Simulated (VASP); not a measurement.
# TiB2 (P6/mmm) in VASP: notebook, part 2 of 2

VASP 6.6.1.

## 3. Relaxation of shape and atoms at fixed volume, PBEsol (volume scaled by 0.94)

INCAR reads:

```
ALGO = Normal
EDIFF = 1E-6
EDIFFG = -0.01
ENCUT = 600
GGA = PS
IBRION = 2
ISIF = 4
ISMEAR = 0
LASPH = T
LCHARG = F
LREAL = F
LWAVE = F
NELM = 100
NSW = 50
PREC = Accurate
SIGMA = 0.1
```

KPOINTS reads:

```
k-points
0
Gamma
  18 18 14
```

POSCAR reads:

```
TiB2
1.0
    2.9594600182      0.0000000000      0.0000000000
   -1.4797300091      2.5629675572      0.0000000000
    0.0000000000      0.0000000000      3.1126593533
Ti B
1 2
Direct
    0.0000000000      0.0000000000      0.0000000000
    0.3333333333      0.6666666667      0.5000000000
    0.6666666667      0.3333333333      0.5000000000
```

Potentials or basis: VASP PAW PBE potentials, release 64 (Ti_sv, B).

Run with:

```sh
$ cat potpaw_PBE.64/Ti_sv/POTCAR potpaw_PBE.64/B/POTCAR > POTCAR
$ mpirun -np 1 vasp_std > vasp.out
```

OUTCAR:

```text
EDIFF = 1E-6
   EDIFFG = -0.01
   ENCUT = 600
   GGA = PS
   IBRION = 2
   ISIF = 4
   ISMEAR = 0
   LASPH = T
   LREAL = F
   NELM = 100
   NSW = 50
   PREC = Accurate

 ion  position               nearest neighbor table
   1  0.000  0.000  0.000-   2 2.31   3 2.31   2 2.31   3 2.31   2 2.31   2 2.31   3 2.31   3 2.31
                             3 2.31   3 2.31   2 2.31   2 2.31
   2  0.333  0.667  0.500-   3 1.71   3 1.71   3 1.71   1 2.31   1 2.31   1 2.31   1 2.31   1 2.31
                             1 2.31
   3  0.667  0.333  0.500-   2 1.71   2 1.71   2 1.71   1 2.31   1 2.31   1 2.31   1 2.31   1 2.31
                             1 2.31

  LATTYP: Found a hexagonal cell.
 ALAT       =     2.9594600182
 C/A-ratio  =     1.0517659756

  Lattice vectors:

 A1 = (   2.9594600182,   0.0000000000,   0.0000000000)
 A2 = (  -1.4797300091,   2.5629675572,   0.0000000000)
 A3 = (   0.0000000000,   0.0000000000,   3.1126593533)

Analysis of symmetry for initial positions (statically):
=====================================================================
 Subroutine PRICEL returns:
 Original cell was already a primitive cell.

 Routine SETGRP: Setting up the symmetry group for a
 hexagonal supercell.

[... 228 lines left out ...]
      3     -21.7430      2.00000
      4     -21.7430      2.00000
      5      -3.0532      2.00000
      6       7.9371      2.00000
      7       7.9371      2.00000
      8       8.5238      2.00000
      9       8.7329      2.00000
     10      12.9985      0.00000
     11      12.9985      0.00000
     12      15.0501      0.00000
     13      15.0501      0.00000
[... 354 lines left out ...]
  band No.  band energies     occupation
      1     -45.5533      2.00000
      2     -22.2417      2.00000
      3     -22.0025      2.00000
      4     -21.9008      2.00000
      5       0.6211      2.00000
      6       2.2973      2.00000
      7       6.1483      2.00000
      8       7.6699      2.00000
      9       9.5684      2.00000
     10      11.4505      0.00000
     11      13.3888      0.00000
     12      14.2758      0.00000
     13      15.7511      0.00000

 [... further k-points ...]
[... 5 lines left out ...]
  --------------------------------------------------------------------------------------
  -------------------------------------------------------------------------------------
  Total        2.7404858      2.7404858      2.7696804      0.0000000     -0.0000000      0.0000000
  in kB      185.9734559    185.9734559    187.9546429      0.0000000     -0.0000000      0.0000000
  external PRESSURE =     186.6338515 kB  Pullay stress =       0.0000000 kB

 VOLUME and BASIS-vectors are now :
 -----------------------------------------------------------------------------
  energy-cutoff  :      600.00
  volume of cell :       23.61
      direct lattice vectors                 reciprocal lattice vectors
     2.963993385  0.000000000  0.000000000     0.337382669  0.194787975  0.000000000
    -1.481996693  2.566893568 -0.000000000     0.000000000  0.389575950  0.000000000
     0.000000000 -0.000000000  3.103145138     0.000000000  0.000000000  0.322253699

 POSITION                                       TOTAL-FORCE (eV/Angst)
 -----------------------------------------------------------------------------------
      2.96399     -0.00000      3.10315         0.000000      0.000000     -0.000000
     -0.00000      1.71126      1.55157        -0.000000     -0.000000     -0.000000
      1.48200      0.85563      1.55157         0.000000     -0.000000      0.000000
 -----------------------------------------------------------------------------------
    total drift:                                0.000000      0.000000     -0.000000

  FREE ENERGIE OF THE ION-ELECTRON SYSTEM (eV)
  ---------------------------------------------------
  free  energy   TOTEN  =       -25.7091049638 eV

  energy  without entropy=      -25.7074360821  energy(sigma->0) =      -25.70827052

 reached required accuracy - stopping structural energy minimisation
```

OSZICAR:

```text
N       E                     dE             d eps       ncg     rms          rms(c)
DAV:   1     0.138774325022E+03    0.13877E+03   -0.10313E+04  7696   0.179E+03
DAV:   2    -0.202886785571E+02   -0.15906E+03   -0.15498E+03  7841   0.424E+02
DAV:   3    -0.304591799721E+02   -0.10171E+02   -0.99922E+01 11221   0.994E+01
[... 14 lines left out ...]
DAV:   2    -0.257094279242E+02    0.66854E-03   -0.29309E-03  8014   0.595E-01    0.136E-01
DAV:   3    -0.257091322648E+02    0.29566E-03   -0.33292E-04  8968   0.249E-01    0.384E-02
DAV:   4    -0.257091062479E+02    0.26017E-04   -0.55302E-05  9613   0.929E-02    0.601E-03
DAV:   5    -0.257091050835E+02    0.11644E-05   -0.47727E-06  8060   0.275E-02    0.238E-03
DAV:   6    -0.257091049638E+02    0.11967E-06   -0.20412E-07  4413   0.611E-03
   2 F= -.25709105E+02 E0= -.25708271E+02  d E =-.389295E-03
```

CONTCAR:

```text
TiB2
   1.00000000000000
     2.9639933852176044    0.0000000000000000    0.0000000000000000
    -1.4819966926088022    2.5668935681976497   -0.0000000000000000
     0.0000000000000000   -0.0000000000000000    3.1031451376463353
  Ti              B
     1     2
Direct
     1.0000000000000000    0.0000000000000000    1.0000000000000000
     0.3333333332999970    0.6666666667000030    0.5000000000000000
     0.6666666667000030    0.3333333332999970    0.5000000000000000

  0.00000000E+00  0.00000000E+00  0.00000000E+00
  0.00000000E+00  0.00000000E+00  0.00000000E+00
  0.00000000E+00  0.00000000E+00  0.00000000E+00
```

Run time: 62 s. Hardware: 1 thread of Intel Xeon Platinum 8488C (Sapphire Rapids), shared host; peak memory 0.24 GiB.

What came out:

| Item | Value |
| --- | --- |
| Free energy | -25.7091 eV |
| Energy gained by relaxing | 0.1 meV/atom |
| Ionic steps | 2 |
| Pressure after relaxing | 18.7 GPa |
| Band gap on the k mesh | zero (band 9 reaches 11.21 eV, above the bottom of band 10 at 10.52 eV) |

Stress tensor (GPa, compression positive):
```
18.60  0.00  0.00
 0.00 18.60  0.00
 0.00  0.00 18.80
```

The path:
```
step  energy change (eV)  largest force (eV/Å)  pressure (GPa)  volume (Å³)
   1              0.0000                0.0000           18.83        23.61
   2             -0.0004                0.0000           18.66        23.61
```

Final structure:
```xyz
3
Lattice="2.9640 0.0000 0.0000 -1.4820 2.5669 0.0000 0.0000 0.0000 3.1031" Properties=species:S:1:pos:R:3 pbc="T T T"
Ti    2.9640    0.0000    3.1031
B     0.0000    1.7113    1.5516
B     1.4820    0.8556    1.5516
```

Caveat: the cell differs from its parent crystal (volume scaled by 0.94); the PAW data sets were made with another functional, which shifts forces and pressure a little.

## 4. Relaxation of shape and atoms at fixed volume, PBEsol (volume scaled by 0.97)

INCAR reads:

```
SYSTEM = TiB2
PREC = Accurate
ENCUT = 600
EDIFF = 1E-6
ISMEAR = 0
SIGMA = 0.1
LREAL = .FALSE.
LASPH = .TRUE.
NELM = 100
ALGO = Normal
ISIF = 4
LWAVE = .FALSE.
LCHARG = .FALSE.
GGA = PS
IBRION = 2
NSW = 50
EDIFFG = -0.01
```

KPOINTS reads:

```
Automatic mesh
0
G
  18 18 14
  0 0 0
```

POSCAR reads:

```
TiB2
1.0
    2.9867276315      0.0000000000      0.0000000000
   -1.4933638157      2.5865820030      0.0000000000
    0.0000000000      0.0000000000      3.1536187548
Ti B
1 2
Direct
    0.0000000000      0.0000000000      0.0000000000
    0.3333333333      0.6666666667      0.5000000000
    0.6666666667      0.3333333333      0.5000000000
```

Run with:

```sh
$ cat potpaw_PBE.64/Ti_sv/POTCAR potpaw_PBE.64/B/POTCAR > POTCAR
$ mpirun -np 1 vasp_std > vasp.out
```

Wall time 75 s (1 thread of Intel Xeon Platinum 8488C (Sapphire Rapids), shared host); peak memory 0.25 GiB.

Results (log left out):

```yaml
Free_energy: -25.7738 eV
Energy_gained_by_relaxing: 0.1 meV/atom
Ionic_steps: 2
Pressure_after_relaxing: 8.8 GPa
Band_gap_on_the_k_mesh: zero (band 9 reaches 10.85 eV, above the bottom of band 10 at 10.19 eV)
```

Stress tensor (GPa, compression positive):
```
8.75 0.00 0.00
0.00 8.75 0.00
0.00 0.00 8.90
```

Step by step:
| step | energy change (eV) | largest force (eV/Å) | pressure (GPa) | volume (Å³) |
| --- | --- | --- | --- | --- |
| 1 | 0.0000 | 0.0000 | 8.97 | 24.36 |
| 2 | -0.0004 | 0.0000 | 8.80 | 24.36 |

Final structure:
```cif
data_structure
_symmetry_space_group_name_H-M 'P 1'
_symmetry_Int_Tables_number 1
_cell_length_a 2.9913
_cell_length_b 2.9913
_cell_length_c 3.1441
_cell_angle_alpha 90.000
_cell_angle_beta 90.000
_cell_angle_gamma 120.000
_cell_volume 24.36
loop_
_atom_site_label
_atom_site_type_symbol
_atom_site_fract_x
_atom_site_fract_y
_atom_site_fract_z
_atom_site_occupancy
Ti1 Ti 0.00000 0.00000 0.00000 1
B1 B 0.33333 0.66667 0.50000 1
B2 B 0.66667 0.33333 0.50000 1
```

Levels at points of the mesh, in eV from the Fermi level:
| k point | band 7 | band 8 | band 9 | band 10 | band 11 | band 12 |
| --- | --- | --- | --- | --- | --- | --- |
| (0.00, 0.00, 0.00) | -2.83 | -2.27 | -2.19 | 2.03 | 2.03 | 3.99 |
| (0.50, 0.00, 0.00) | -3.39 | -3.31 | -2.47 | 1.43 | 2.89 | 3.43 |
| (0.00, 0.00, 0.50) | -0.61 | -0.61 | -0.32 | -0.32 | 0.43 | 0.43 |
| (0.50, 0.00, 0.50) | -4.91 | -4.06 | -3.19 | 2.75 | 3.11 | 4.95 |

Caveat: the cell differs from its parent crystal (volume scaled by 0.97); the PAW data sets were made with another functional, which shifts forces and pressure a little.

## 5. The runs side by side

```tsv
task	cell	cutoff (eV)	gap on the mesh (eV)	pressure (GPa)
single point	a = 3.068, b = 3.068, c = 3.265 Å, angles 90.0, 90.0, 120.0°, 3 atoms	520	none	-13.4
relaxation of shape and atoms at fixed volume	relaxed from a = 2.959, b = 2.959, c = 3.113 Å, angles 90.0, 90.0, 120.0°, 3 atoms	600	none	18.7
relaxation of shape and atoms at fixed volume	relaxed from a = 2.987, b = 2.987, c = 3.154 Å, angles 90.0, 90.0, 120.0°, 3 atoms	600	none	8.8
```

Alike in all rows: level PBEsol; potentials or basis VASP PAW PBE potentials, release 64 (Ti_sv, B); no spin polarisation; k mesh 18 × 18 × 14; smearing gaussian 0.1 eV.

Caveats: the PAW data sets were made with another functional, which shifts forces and pressure a little.

Total energies depend on the potentials used, so only differences within one code and one set of settings carry meaning.
